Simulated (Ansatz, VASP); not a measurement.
Two plane-wave programs on ZnSe

The input INCAR:

```
SYSTEM = ZnSe
  PREC = Accurate
  ENCUT = 520
  EDIFF = 1E-6
  ISMEAR = 0
  SIGMA = 0.05
  LREAL = .FALSE.
  LASPH = .TRUE.
  NELM = 60
  ALGO = Normal
  ISIF = 2
  LWAVE = .FALSE.
  LCHARG = .TRUE.
  GGA = PE
  LELF = .TRUE.
  LVHAR = .TRUE.
  NBANDS = 26
```

The input KPOINTS:

```
Automatic mesh
0
G
  8 8 6
  0 0 0
```

Contents of POSCAR:

```
ZnSe
1.0
    0.0000000000     -2.8338000000     -2.8338000000
    0.0000000000      2.8338000000     -2.8338000000
    5.6676000000      0.0000000000      0.0000000000
Zn Se
2 2
Direct
    0.5000000000      0.5000000000      0.4867668855
    0.0000000000      0.0000000000      0.0132331145
    0.0000000000      0.5000000000      0.2500000000
    0.5000000000      0.0000000000      0.7500000000
```

Input for Ansatz:

```yaml
crystal:
  lattice:
    - [0.0, -2.8338, -2.8338]
    - [0.0, 2.8338, -2.8338]
    - [5.6676, 0.0, 0.0]
  atoms:
    - { symbol: Zn, position: [0.5, 0.5, 0.4867668855] }
    - { symbol: Zn, position: [0.0, 0.0, 0.0132331145] }
    - { symbol: Se, position: [0.0, 0.5, 0.25] }
    - { symbol: Se, position: [0.5, 0.0, 0.75] }
basis:
  ecutwfc: 420
kpoints:
  mp_grid: { grid: [8, 8, 6] }
hamiltonian:
  xc: pbe
scf:
  occupations: { method: gaussian, width: 0.05 }
output:
  forces: true
  stress: true
  eigenvalues: true
```

Change from the starting cell: mode 7 (198.7 1/cm) frozen in, largest displacement +0.075 Å.

Alike in both runs: task single point; functional PBE; k mesh 8 × 8 × 6; occupations gaussian, width 0.05 eV; no spin polarisation.

```csv
,VASP,Ansatz
version,VASP 6.6.1,Ansatz 0.2.0
potentials or method,"VASP PAW PBE potentials, release 64 (Zn, Se), cutoff 520 eV","scalar-relativistic, plane waves, PAW"
valence electrons in the cell,36,56
```

|  | VASP | Ansatz | Ansatz less VASP |
| --- | --- | --- | --- |
| gap on the k mesh at the Fermi level (eV) | 1.25 | 1.25 | -0.001 |
| least direct gap on the mesh (eV) | 1.25 | 1.25 | -0.001 |
| pressure (GPa) | 2.5 | 2.3 | -0.23 |
| traceless stress, the component that is largest in VASP (GPa) | -0.21 | -0.21 | +0.005 |
| rms of the force components (eV/Å) | 0.294 | 0.290 | -0.0041 |

Atom by atom the forces differ by 0.004 eV/Å (rms over components). With one functional, cell and mesh, what is left measures potentials, basis and numerics. VASP's potentials hold 36 valence electrons a cell and Ansatz's 56, so a difference there can come from the potentials and not from the codes.
